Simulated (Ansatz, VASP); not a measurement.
**CsBr in VASP and in Ansatz**

```xyz
2
Lattice="4.3226 0.0000 0.0000 0.0000 4.3226 0.0000 0.0000 0.0000 4.3226" Properties=species:S:1:pos:R:3 pbc="T T T"
Cs    0.0000    0.0000    0.0000
Br    2.1613    2.1613    2.1613
```

Alike in both runs: functional r2SCAN; k mesh 8 × 8 × 8; occupations fermi-dirac, width 0.1 eV; no spin polarisation.

Ansatz relaxed the structure, and its values are those at the end. VASP's run is a single point on that final structure, the one shown.

|  | VASP | Ansatz |
| --- | --- | --- |
| version | VASP 6.6.1 | Ansatz 0.2.0 |
| potentials or method | VASP PAW PBE potentials, release 64 (Cs_sv, Br) | PAW with Ansatz's default frozen-core files, scalar-relativistic |
| plane-wave cutoff (eV) | 550 | 500 |
| valence electrons in the cell | 16 | 16 |

```csv
,VASP,Ansatz,Ansatz less VASP
pressure (GPa),0.1,0.0,-0.05
```

VASP's potentials were made for PBE, not for r2SCAN.

Spin-orbit coupling is off throughout.
